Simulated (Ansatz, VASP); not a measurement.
**One calculation of GaAs2, two programs**

INCAR

```
  PREC = Accurate
  ENCUT = 520
  EDIFF = 1E-7
  ISMEAR = 0
  SIGMA = 0.1
  LREAL = False
  LASPH = True
  NELM = 100
  ALGO = Normal
  ISIF = 2
  LWAVE = False
  LCHARG = False
  GGA = PE
  NBANDS = 32
```

File KPOINTS:

```
regular mesh
0
Gamma
  6 6 2
```

The input POSCAR:

```
GaAs2
1.0
    3.2076536878      0.0000000000      0.0000000000
   -1.6038268439      2.7779095802      0.0000000000
    0.0000000000      0.0000000000     12.4764574849
Ga As
2 4
Direct
    0.3333333333      0.6666666667      0.2500000000
    0.6666666667      0.3333333333      0.7500000000
    0.3333333333      0.6666666667      0.6275000000
    0.6666666667      0.3333333333      0.1275000000
    0.3333333333      0.6666666667      0.8725000000
    0.6666666667      0.3333333333      0.3725000000
```

Input for Ansatz:

```yaml
crystal:
  lattice:
    - [3.2076536878, 0.0, 0.0]
    - [-1.6038268439, 2.7779095802, 0.0]
    - [0.0, 0.0, 12.4764574849]
  atoms:
    - { symbol: Ga, position: [0.3333333333, 0.6666666667, 0.25] }
    - { symbol: Ga, position: [0.6666666667, 0.3333333333, 0.75] }
    - { symbol: As, position: [0.3333333333, 0.6666666667, 0.6275] }
    - { symbol: As, position: [0.6666666667, 0.3333333333, 0.1275] }
    - { symbol: As, position: [0.3333333333, 0.6666666667, 0.8725] }
    - { symbol: As, position: [0.6666666667, 0.3333333333, 0.3725] }
basis:
  ecutwfc: 420
kpoints:
  mp_grid: { grid: [6, 6, 2] }
hamiltonian:
  xc: pbe
scf:
  occupations: { method: gaussian, width: 0.1 }
  lower_state_search: "off"
output:
  forces: true
  stress: true
  eigenvalues: true
```

Alike in both runs: task single point; functional PBE; k mesh 6 × 6 × 2; occupations gaussian, width 0.1 eV; no spin polarisation.

|  | VASP | Ansatz |
| --- | --- | --- |
| version | VASP 6.6.1 | Ansatz 0.2.0 |
| potentials or method | VASP PAW PBE potentials, release 64 (Ga_d, As), cutoff 520 eV | scalar-relativistic, plane waves, PAW |
| valence electrons in the cell | 46 | 86 |

Ansatz gave:

- gap on the k mesh at the Fermi level (eV): none
- pressure (GPa): 22.8
- traceless stress, the component that is largest in VASP (GPa): -1.04
- rms of the force components (eV/Å): 1.155

Question: Which values does VASP return?

Answer: gap on the k mesh at the Fermi level (eV): none; pressure (GPa): 23.2; traceless stress, the component that is largest in VASP (GPa): -0.94; rms of the force components (eV/Å): 1.185.

Atom by atom the forces differ by 0.030 eV/Å (rms over components). A gap of «none» marks a metal or a gap that the smearing closes. VASP's potentials hold 46 valence electrons a cell and Ansatz's 86, so a difference there can come from the potentials and not from the codes.

The k mesh is coarse, so the values compare programs but aren't converged.
